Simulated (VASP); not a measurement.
A run of VASP 6.6.1:

INCAR

```
SYSTEM = Ca
PREC     = Accurate       ! precision mode
ENCUT    = 520            ! plane-wave cutoff, eV
EDIFF    = 1E-7           ! SCF threshold, eV
ISMEAR   = 0              ! smearing method
SIGMA    = 0.05           ! smearing width, eV
LREAL    = .False.        ! projectors in reciprocal space
LASPH    = .True.         ! aspherical terms in the spheres
NELM     = 100            ! most SCF steps
ALGO     = Normal         ! electronic algorithm
ISIF     = 2              ! what is computed and relaxed
LWAVE    = .False.        ! write WAVECAR
LCHARG   = .False.        ! write CHGCAR
GGA      = CA             ! functional
NBANDS   = 11             ! bands
```

Contents of KPOINTS:

```
Automatic mesh
0
Gamma
  9 9 9
  0 0 0
```

The input POSCAR:

```
Ca
1.0
   -2.1240759851      2.1293893476      2.4775318405
    2.1240759851     -2.1293893476      2.4775318405
    2.1240759851      2.1293893476     -2.4775318405
Ca
1
Direct
    0.5000000000      0.5000000000      0.0000000000
```

Potentials or basis: VASP PAW LDA potentials, release 64 (Ca_sv).

Command:

```bash
$ cat potpaw_LDA.64/Ca_sv/POTCAR > POTCAR
$ mpirun -np 1 vasp_std > vasp.out
```

Hardware: 1 thread of Intel(R) Xeon(R) 6975P-C (Granite Rapids), on a shared host.

Problem. How long does it take, and how much memory?

Solution. Wall time 29 s on 1 thread of Intel(R) Xeon(R) 6975P-C (Granite Rapids), with other jobs on the host, peak memory 0.18 GiB. Counts: scf iterations 12, k points 125.
